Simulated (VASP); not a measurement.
Sb, 1 atom in the cell. It takes space group Im-3m (No. 229, cubic). The conventional cell has a = 3.450 Å, b = 3.450 Å, c = 3.450 Å, α = 90.00°, β = 90.00°, γ = 90.00°. Sb (site symmetry m-3m) has 14 Sb at 2.99 to 3.45 Å within 3.9 Å. 

```yaml
Program: VASP 6.6.1
Task: single point
Functional: LDA
Potentials_or_basis: VASP PAW LDA potentials, release 64 (Sb)
Cutoff: 520 eV
k_mesh: 10 × 10 × 10
Occupations: fermi-dirac, width 0.1 eV
Spin: no spin polarisation
Dipole_correction: no
Further_INCAR_settings: ALGO = Normal; EDIFF = 1e-06; NBANDS = 8
```

Potentials or basis: VASP PAW LDA potentials, release 64 (Sb).

Run with:

```sh
$ cat potpaw_LDA.64/Sb/POTCAR > POTCAR
$ mpirun -np 1 vasp_std > vasp.out
```

Hardware: 1 thread of Intel(R) Xeon(R) Platinum 8259CL CPU @ 2.50GHz (Skylake/Cascade Lake), with other jobs on the host.

Task: How long does it take, and how much memory?

Result: It took 3.6 s on 1 thread of Intel(R) Xeon(R) Platinum 8259CL CPU @ 2.50GHz (Skylake/Cascade Lake), on a shared host, peak memory 0.13 GiB. Counts: scf iterations 9, k points 47.
